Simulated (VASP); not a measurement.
# MnS (F-43m) in VASP: further runs

Runs on MnS. Level: PBEsol. Tasks: single point.

Everything below comes from runs of VASP 6.6.1. Logs are shortened: lines on timing, memory, paths and dates and some standing lists are left out, and cuts for length are marked.

**1. The cell of the first run**

It takes space group F-43m (No. 216, cubic). Conventional cell: a = 4.947 Å, b = 4.947 Å, c = 4.947 Å, α = 90.00°, β = 90.00°, γ = 90.00°. Within 2.8 Å of Mn (site symmetry -43m) lie 4 S at 2.14 Å. Within 2.8 Å of S (site symmetry -43m) lie 4 Mn at 2.14 Å.

**2. Single point, PBEsol, collinear spin, ferromagnetic start**

INCAR

```
ALGO     = Normal         # electronic algorithm
EDIFF    = 1E-7           # SCF threshold, eV
ENCUT    = 520            # plane-wave cutoff, eV
GGA      = PS             # functional
ISIF     = 2              # what is computed and relaxed
ISMEAR   = -1             # smearing method
ISPIN    = 2              # spin polarisation
LASPH    = T              # aspherical terms in the spheres
LCHARG   = F              # write CHGCAR
LMAXMIX  = 4              # l up to which the mixer works
LORBIT   = 11             # projections on sites
LREAL    = F              # projectors in reciprocal space
LWAVE    = F              # write WAVECAR
MAGMOM   = 3 0            # initial moments
NBANDS   = 20             # bands
NELM     = 150            # most SCF steps
NUPDOWN  = 3.0            # fixed moment
PREC     = Accurate       # precision mode
SIGMA    = 0.05           # smearing width, eV
```

KPOINTS

```
k-points
0
Gamma
  8 8 8
```

POSCAR

```
MnS
1.0
    0.0000000000      2.4734634191      2.4734634191
    2.4734634191      0.0000000000      2.4734634191
    2.4734634191      2.4734634191      0.0000000000
Mn S
1 1
Direct
    0.0000000000      0.0000000000      0.0000000000
    0.7500000000      0.7500000000      0.7500000000
```

Potentials or basis: VASP PAW PBE potentials, release 64 (Mn_pv, S).

On the command line:

```bash
> cat potpaw_PBE.64/Mn_pv/POTCAR potpaw_PBE.64/S/POTCAR > POTCAR
> mpirun -np 1 vasp_std > vasp.out
```

OUTCAR:

```text
EDIFF = 1E-7
   ENCUT = 520
   GGA = PS
   ISIF = 2
   ISMEAR = -1
   ISPIN = 2
   LASPH = T
   LORBIT = 11
   LREAL = F
   NELM = 150
   NUPDOWN = 3.0
   PREC = Accurate

 ion  position               nearest neighbor table
   1  0.000  0.000  0.000-   2 2.14   2 2.14   2 2.14   2 2.14
   2  0.750  0.750  0.750-   1 2.14   1 2.14   1 2.14   1 2.14

  LATTYP: Found a face centered cubic cell.
 ALAT       =     4.9469268382

  Lattice vectors:

 A1 = (   0.0000000000,   2.4734634191,   2.4734634191)
 A2 = (   2.4734634191,   0.0000000000,   2.4734634191)
 A3 = (   2.4734634191,   2.4734634191,   0.0000000000)

Analysis of symmetry for initial positions (statically):
=====================================================================
 Subroutine PRICEL returns:
 Original cell was already a primitive cell.

 Routine SETGRP: Setting up the symmetry group for a
 face centered cubic supercell.

 Subroutine GETGRP returns: Found 24 space group operations
 (whereof 24 operations were pure point group operations)
 out of a pool of 48 trial point group operations.

The static configuration has the point symmetry T_d .

Analysis of symmetry for dynamics (positions and initial velocities):
=====================================================================
 Subroutine PRICEL returns:
 Original cell was already a primitive cell.

 Routine SETGRP: Setting up the symmetry group for a
 face centered cubic supercell.

 Subroutine GETGRP returns: Found 24 space group operations
 (whereof 24 operations were pure point group operations)
 out of a pool of 48 trial point group operations.

The dynamic configuration has the point symmetry T_d .

Analysis of structural, dynamic, and magnetic symmetry:
=====================================================================
 Subroutine PRICEL returns:
 Original cell was already a primitive cell.

 Routine SETGRP: Setting up the symmetry group for a
 face centered cubic supercell.

 Subroutine GETGRP returns: Found 24 space group operations
 (whereof 24 operations were pure point group operations)
 out of a pool of 48 trial point group operations.

The overall configuration has the point symmetry T_d .

 Subroutine INISYM returns: Found 24 space group operations
 (whereof 24 operations are pure point group operations),
 and found     1 'primitive' translations

----------------------------------------------------------------------------------------

                                     Primitive cell

  volume of cell :      30.2654

  direct lattice vectors                    reciprocal lattice vectors
     0.000000000  2.473463419  2.473463419    -0.202145702  0.202145702  0.202145702
     2.473463419  0.000000000  2.473463419     0.202145702 -0.202145702  0.202145702
     2.473463419  2.473463419  0.000000000     0.202145702  0.202145702 -0.202145702

  length of vectors
     3.498005513  3.498005513  3.498005513     0.350126627  0.350126627  0.350126627

  position of ions in fractional coordinates (direct lattice)
     0.000000000  0.000000000  0.000000000
     0.750000000  0.750000000  0.750000000

  ion indices of the primitive-cell ions
   primitive index   ion index
                 1           1
                 2           2

----------------------------------------------------------------------------------------

 KPOINTS: k-points

Automatic generation of k-mesh.
 Grid dimensions read from file:
 generate k-points for:    8    8    8

 Generating k-lattice:

  Cartesian coordinates                     Fractional coordinates (reciprocal lattice)
    -0.025268213  0.025268213  0.025268213     0.125000000  0.000000000  0.000000000
     0.025268213 -0.025268213  0.025268213     0.000000000  0.125000000  0.000000000
     0.025268213  0.025268213 -0.025268213     0.000000000  0.000000000  0.125000000

  Length of vectors
     0.043765828  0.043765828  0.043765828

  Shift w.r.t. Gamma in fractional coordinates (k-lattice)
     0.000000000  0.000000000  0.000000000

 Subroutine IBZKPT returns following result:
 ===========================================

 Found     29 irreducible k-points:

 Following reciprocal coordinates:
            Coordinates               Weight
  0.000000  0.000000  0.000000      1.000000
  0.125000  0.000000  0.000000      8.000000
  0.250000  0.000000  0.000000      8.000000
  0.375000  0.000000  0.000000      8.000000
  0.500000  0.000000  0.000000      4.000000
  0.125000  0.125000  0.000000      6.000000
[... 16 lines left out ...]
  0.500000  0.250000  0.125000     48.000000
 -0.375000  0.250000  0.125000     24.000000
 [... further k-points ...]
   k-points           NKPTS =     29   k-points in BZ     NKDIM =     29   number of bands    NBANDS=     20
   number of dos      NEDOS =    301   number of ions     NIONS =      2
   total plane-waves  NPLWV =  21952
   dimension x,y,z NGX =    28 NGY =   28 NGZ =   28
   dimension x,y,z NGXF=    56 NGYF=   56 NGZF=   56
   ions per type =               1   1
   NGX,Y,Z   is equivalent  to a cutoff of  13.31, 13.31, 13.31 a.u.
   NGXF,Y,Z  is equivalent  to a cutoff of  26.61, 26.61, 26.61 a.u.
 SYSTEM =  unknown system
   PREC   = accura    normal or accurate (medium, high low for compatibility)
   ISTART =      0    job   : 0-new  1-cont  2-samecut
   ICHARG =      2    charge: 1-file 2-atom 10-const
   ISPIN  =      2    spin polarized calculation?
   LNONCOLLINEAR =      F non collinear calculations
   LSORBIT =      F    spin-orbit coupling
   LASPH  =      T    aspherical Exc in radial PAW
   ENCUT  =  520.0 eV  38.22 Ry    6.18 a.u.   6.50  6.50  6.50*2*pi/ulx,y,z
   NELM   =    150;   NELMIN=  2; NELMDL= -5     # of ELM steps
   EDIFF  = 0.1E-06   stopping-criterion for ELM
   LREAL  =      F    real-space projection
   EDIFFG = 0.1E-05   stopping-criterion for IOM
   NSW    =      0    number of steps for IOM
   IBRION =     -1    ionic relax: 0-MD 1-quasi-New 2-CG
   NFREE  =      0    steps in history (QN), initial steepest desc. (CG)
   ISIF   =      2    stress and relaxation
   ISYM   =      2    0-nonsym 1-usesym 2-fastsym
   POTIM  = 0.5000    time-step for ionic-motion
   TEBEG  =    0.0;   TEEND  =   0.0 temperature during run
   PSTRESS=    0.0 pullay stress
   NELECT =      19.0000    total number of electrons
   NUPDOWN=       3.0000    fix difference up-down
   EMIN   =  10.00;   EMAX   =-10.00  energy-range for DOS
   EFERMI =   0.00;   METHOD = LEGACY
   ISMEAR =    -1;   SIGMA  =   0.05  broadening in eV -4-tet -1-fermi 0-gaus
   EFERMI_NEDOS =   21; number of points for ismear=-14 and -15
   IALGO  =     38    algorithm
   IMIX   =      4    mixing-type and parameters
     AMIX     =   0.40;   BMIX     =  1.00
     AMIX_MAG =   1.60;   BMIX_MAG =  1.00
  volume/ion in A,a.u.               =      15.13       102.12
  Fermi-wavevector in a.u.,A,eV,Ry     =   1.401771  2.648964 26.734947  1.964963
  Thomas-Fermi vector in A             =   2.524600
   LORBIT       =     11    0 simple, 1 ext, 2 COOP (PROOUT), +10 PAW based schemes
   GGA     = PS    functional components
   LHFCALC =     F    Hartree Fock is set to
   AEXX    =    0.0000 exact exchange contribution
   IVDW    =     0    specifies the selected vdW correction
   LEPSILON=     F    determine dielectric tensor
   LRPA    =     F    only Hartree local field effects (RPA)
 spin polarized calculation
  energy-cutoff  :      520.00
  volume of cell :       30.27
 maximum number of plane-waves:       869
 NGX is ok and might be reduce to    28
   NGX = 13   NGY = 13   NGZ = 13

 number of electron      18.9999987 magnetization       2.9999997

 Free energy of the ion-electron system (eV)
  ---------------------------------------------------
  ext. energy  EPLUGINS =         0.00000000
  ---------------------------------------------------
  free energy    TOTEN  =       -14.43584731 eV

  energy without entropy =      -14.41638107  energy(sigma->0) =      -14.42611419

 E-fermi :   7.5953     XC(G=0): -11.4069

 val. band max:        7.9915448204   @ k =  -0.3750   0.2500   0.1250
 cond. band min:       7.6473291068   @ k =  -0.3750   0.5000   0.1250
 fundamental gap:     -0.3442157136
 Fermi energy:         8.0253956057

 spin component 1

 k-point     1 :       0.0000    0.0000    0.0000
  band No.  band energies     occupation
      1     -41.6967      1.00000
      2     -41.6967      1.00000
      3     -41.6967      1.00000
      4      -7.9563      1.00000
      5       2.1454      1.00000
      6       2.1454      1.00000
[... 12 lines left out ...]
     19      22.6628      0.00000
     20      23.1697      0.00000
[... 507 lines left out ...]
 k-point    24 :      -0.3750    0.2500    0.1250
  band No.  band energies     occupation
      1     -41.7178      1.00000
      2     -41.7064      1.00000
      3     -41.7024      1.00000
      4      -6.4079      1.00000
      5       0.9564      1.00000
      6       1.9892      1.00000
[... 12 lines left out ...]
     19      23.7417      0.00000
     20      25.7627      0.00000

 [... further k-points ...]

 spin component 2

 k-point     1 :       0.0000    0.0000    0.0000
  band No.  band energies     occupation
      1     -38.8348      1.00000
      2     -38.8348      1.00000
      3     -38.8348      1.00000
      4      -7.7366      1.00000
      5       3.1241      1.00000
      6       3.1241      1.00000
[... 12 lines left out ...]
     19      22.9753      0.00000
     20      23.7211      0.00000
[... 507 lines left out ...]
 k-point    24 :      -0.3750    0.2500    0.1250
  band No.  band energies     occupation
      1     -38.8608      1.00000
      2     -38.8465      1.00000
      3     -38.8416      1.00000
      4      -6.2151      1.00000
      5       1.3627      1.00000
      6       2.7018      1.00000
[... 12 lines left out ...]
     19      24.2422      0.00000
     20      26.4188      0.00000

 [... further k-points ...]

------------------------ aborting loop because EDIFF is reached ----------------------------------------

  FORCE on cell =-STRESS in cart. coord.  units (eV):
  Direction    XX          YY          ZZ          XY          YZ          ZX
  --------------------------------------------------------------------------------------
  -------------------------------------------------------------------------------------
  Total        3.3990174      3.3990174      3.3990174      0.0000000      0.0000000      0.0000000
  in kB      179.9357643    179.9357643    179.9357643      0.0000000      0.0000000      0.0000000
  external PRESSURE =     179.9357643 kB  Pullay stress =       0.0000000 kB

 VOLUME and BASIS-vectors are now :
 -----------------------------------------------------------------------------
  energy-cutoff  :      520.00
  volume of cell :       30.27
      direct lattice vectors                 reciprocal lattice vectors
     0.000000000  2.473463419  2.473463419    -0.202145702  0.202145702  0.202145702
     2.473463419  0.000000000  2.473463419     0.202145702 -0.202145702  0.202145702
     2.473463419  2.473463419  0.000000000     0.202145702  0.202145702 -0.202145702

 POSITION                                       TOTAL-FORCE (eV/Angst)
 -----------------------------------------------------------------------------------
      0.00000      0.00000      0.00000         0.000000      0.000000      0.000000
      3.71020      3.71020      3.71020        -0.000000     -0.000000     -0.000000
 -----------------------------------------------------------------------------------
    total drift:                               -0.000001     -0.000001     -0.000001

  FREE ENERGIE OF THE ION-ELECTRON SYSTEM (eV)
  ---------------------------------------------------
  free  energy   TOTEN  =       -14.4358473127 eV

  energy  without entropy=      -14.4163810682  energy(sigma->0) =      -14.42611419

 total charge

# of ion       s       p       d       tot
------------------------------------------
    1        0.361   6.371   5.241  11.973
    2        1.322   2.469   0.000   3.791
--------------------------------------------------
tot          1.683   8.840   5.241  15.764

 magnetization (x)

# of ion       s       p       d       tot
------------------------------------------
    1        0.044   0.065   2.679   2.788
    2        0.002  -0.019   0.000  -0.017
--------------------------------------------------
tot          0.046   0.045   2.679   2.771
```

It took 23 s on 1 thread of Intel Xeon Platinum 8559C (Emerald Rapids), shared host; peak memory 0.18 GiB.

What came out:

```
Free energy                                           : -14.4358 eV
Pressure                                              : 18.0 GPa
Net moment                                            : 3.00 μB per cell
Site moments                                          : Mn +2.79; S -0.02 μB
Valence electrons inside the program's atomic spheres : Mn 11.97; S 3.79
```

Caveat: the cell stands under pressure; the PAW data sets were made with another functional, which shifts forces and pressure a little; the total moment is fixed, so each spin has its own Fermi level; a cell with one magnetic atom can't hold antiferromagnetic order, which such compounds often take.

(Part 1 of 3 ends here.)
